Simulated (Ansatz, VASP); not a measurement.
## Two plane-wave programs on V

```xyz
17
Lattice="6.0400 0.0000 0.0000 0.0000 6.0400 0.0000 0.0000 0.0000 6.0400" Properties=species:S:1:pos:R:3 pbc="T T T"
V     0.0054   -0.0418   -0.0410
V     3.0617   -0.0283    0.0385
V     0.1888    3.1291    0.1464
V     0.0913   -0.0320    3.0199
V     1.5211    1.5013    1.4761
V     3.0371    2.9767    0.0118
V     2.5897   -0.4008    2.5595
V     4.5527    1.4641    1.4964
V     0.0476    2.9637    3.0016
V     1.4249    4.3518    1.3825
V     1.5485    1.4642    4.5135
V     3.0657    2.9641    3.0244
V     4.5643    4.5053    1.5511
V     4.9882    1.9658    4.9619
V     1.5898    4.4969    4.5252
V     4.5695    4.4212    4.5269
V     3.9033    0.5978    3.8299
```

Alike in both runs: functional PBE; k mesh 3 × 3 × 3; occupations gaussian, width 0.15 eV; no spin polarisation.

Ansatz relaxed the structure, and its values are those at the end. VASP's run is a single point on that final structure, the one shown.

```csv
,VASP,Ansatz
version,VASP 6.6.1,Ansatz 0.2.0
potentials or method,"VASP PAW PBE potentials, release 64 (V_sv), cutoff 520 eV","scalar-relativistic, plane waves, PAW"
valence electrons in the cell,221,221
```

Ansatz gave:

| Item | Value |
| --- | --- |
| rms of the force components (eV/Å) | 0.005 |

**Question.** What did VASP give for the same quantities?

**Answer.** rms of the force components (eV/Å): 0.009.
